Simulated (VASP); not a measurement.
# MgS: single point with PBE

The system is MgS.

```
Mg S
1.0
     0.00000    2.60165    2.60165
     2.60165    0.00000    2.60165
     2.60165    2.60165    0.00000
Mg S
1 1
Direct
  0.00000 0.00000 0.00000
  0.50000 0.50000 0.50000
```

| Property | Result |
| --- | --- |
| Program | VASP 6.6.1 |
| Task | single point |
| Functional | PBE |
| Potentials or basis | VASP PAW PBE potentials, release 64 (Mg, S) |
| Cutoff | 520 eV |
| k mesh | 8 × 8 × 8 |
| Occupations | methfessel-paxton, width 0.2 eV |
| Spin | no spin polarisation |

```yaml
Pressure: 0.9 GPa
Band_gap_on_the_k_mesh: 2.78 eV, indirect (least direct gap 3.71 eV)
```

Levels at points of the mesh, in eV from the valence-band top:
```csv
k point,band 1,band 2,band 3,band 4,band 5,band 6,band 7,band 8,band 9
"(0.00, 0.00, 0.00)",-12.67,0.00,0.00,0.00,3.71,7.95,7.95,7.95,10.35
"(0.50, 0.00, 0.00)",-11.36,-4.83,-0.59,-0.59,4.55,6.91,6.91,10.11,12.15
"(0.50, 0.50, 0.00)",-10.99,-4.19,-1.68,-1.68,2.78,4.40,12.00,12.82,13.37
```

It took 9.8 s on 1 thread of Intel Xeon 6975P-C, on a shared host, peak memory 0.16 GiB.

A k mesh can miss the band edges. PBE gaps usually lie below the measured ones, often by a third to a half.
